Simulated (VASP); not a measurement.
Here is a VASP 6.6.1 calculation.

File INCAR:

```
SYSTEM = Rh
PREC     = Accurate       ! precision mode
ENCUT    = 520            ! plane-wave cutoff, eV
EDIFF    = 1E-6           ! SCF threshold, eV
ISMEAR   = -1             ! smearing method
SIGMA    = 0.05           ! smearing width, eV
LREAL    = .FALSE.        ! projectors in reciprocal space
LASPH    = .TRUE.         ! aspherical terms in the spheres
NELM     = 150            ! most SCF steps
ALGO     = Normal         ! electronic algorithm
ISIF     = 2              ! what is computed and relaxed
LWAVE    = .FALSE.        ! write WAVECAR
LCHARG   = .FALSE.        ! write CHGCAR
ISPIN    = 2              ! spin polarisation
MAGMOM   = 1              ! initial moments
LORBIT   = 11             ! projections on sites
LMAXMIX  = 4              ! l up to which the mixer works
GGA      = RE             ! functional
NBANDS   = 18             ! bands
```

Contents of KPOINTS:

```
regular mesh
0
G
  23 23 23
  0 0 0
```

The input POSCAR:

```
Rh
1.0
    0.0000000000      1.8976044989      1.8976044989
    1.8976044989      0.0000000000      1.8976044989
    1.8976044989      1.8976044989      0.0000000000
Rh
1
Direct
    0.0000000000      0.0000000000      0.0000000000
```

Potentials or basis: VASP PAW PBE potentials, release 64 (Rh_pv).

The run is started by

```sh
$ cat potpaw_PBE.64/Rh_pv/POTCAR > POTCAR
$ mpirun -np 1 vasp_std > vasp.out
```

(1) What does it give for the net moment?

(2) Predict the pressure.

## Answers

(1) 0.00 μB per cell.

(2) 11.1 GPa.

Caveat: the cell stands under pressure; the PAW data sets were made with another functional, which shifts forces and pressure a little.
